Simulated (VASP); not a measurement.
The system is PbI2.

```xyz
3
Lattice="4.5641 0.0000 0.0000 -2.2820 3.9526 0.0000 0.0000 0.0000 7.0475" Properties=species:S:1:pos:R:3 pbc="T T T"
Pb    0.0000    0.0000    0.0000
I     0.0000    2.6351    1.8796
I     2.2820    1.3175    5.1679
```

Base run:

```yaml
Program: VASP 6.6.1
Functional: PBE
Potentials_or_basis: VASP PAW PBE potentials, release 64 (Pb_d, I)
Cutoff: 500 eV
k_mesh: 6 × 6 × 4
Occupations: gaussian, width 0.01 eV
Spin: no spin polarisation
```

Its results: band gap on the k mesh 2.23 eV; pressure 1.2 GPa; largest force 0.046 eV/Å.

Problem. The run is repeated on the same cell with these changes: functional from PBE to r2SCAN; cutoff from 500 eV to 550 eV. What comes out?

Solution. Band gap on the k mesh 2.62 eV; pressure 0.7 GPa; largest force 0.004 eV/Å.

Caveats: spin-orbit coupling is left out, which moves the levels of the heavy elements; this functional lacks dispersion, which binds the layers, so the pressure and a relaxed spacing across them are unreliable (at least some runs); the PAW data sets were made with another functional, which shifts forces and pressure a little (at least some runs).

A k mesh can miss the band edges.
